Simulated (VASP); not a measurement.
Write the native input for VASP 6.6.1 that does the following.

| Property | Result |
| --- | --- |
| Task | single point |
| Functional | PBE |
| Potentials or basis | VASP PAW PBE potentials, release 64 (K_sv, F) |
| Cutoff | 520 eV |
| k mesh | 6 × 6 × 6 |
| Occupations | fermi-dirac, width 0.02 eV |
| Spin | no spin polarisation |
| Dipole correction | no |
| Further INCAR settings | ALGO = Normal; EDIFF = 1e-06; NBANDS = 24 |

The structure of KF lies in POSCAR:

```
KF
1.0
    4.4847157551      0.0000000000      0.0000000000
   -2.2423578776      3.8838777727      0.0000000000
    0.0000000000      0.0000000000      5.2716950010
K F
2 2
Direct
    0.3333333333      0.6666666667      0.2500000000
    0.6666666667      0.3333333333      0.7500000000
    0.6666666667      0.3333333333      0.2500000000
    0.3333333333      0.6666666667      0.7500000000
```

These files were run (other wordings do the same):

INCAR

```
SYSTEM = KF
  PREC = Accurate
  ENCUT = 520
  EDIFF = 1E-6
  ISMEAR = -1
  SIGMA = 0.02
  LREAL = .FALSE.
  LASPH = .TRUE.
  NELM = 100
  ALGO = Normal
  ISIF = 2
  LWAVE = .FALSE.
  LCHARG = .FALSE.
  GGA = PE
  NBANDS = 24
```

KPOINTS

```
Automatic mesh
0
G
  6 6 6
  0 0 0
```

Potentials or basis: VASP PAW PBE potentials, release 64 (K_sv, F).

Command:

```console
$ cat potpaw_PBE.64/K_sv/POTCAR potpaw_PBE.64/F/POTCAR > POTCAR
$ mpirun -np 1 vasp_std > vasp.out
```

Results of the run:

```yaml
Pressure: 1.3 GPa
Band_gap_on_the_k_mesh: 5.37 eV, direct
```

Wall time 59 s on 1 thread of AMD EPYC 7R43 64-Core Processor (Zen 3), with other jobs on the host, peak memory 0.2 GiB.
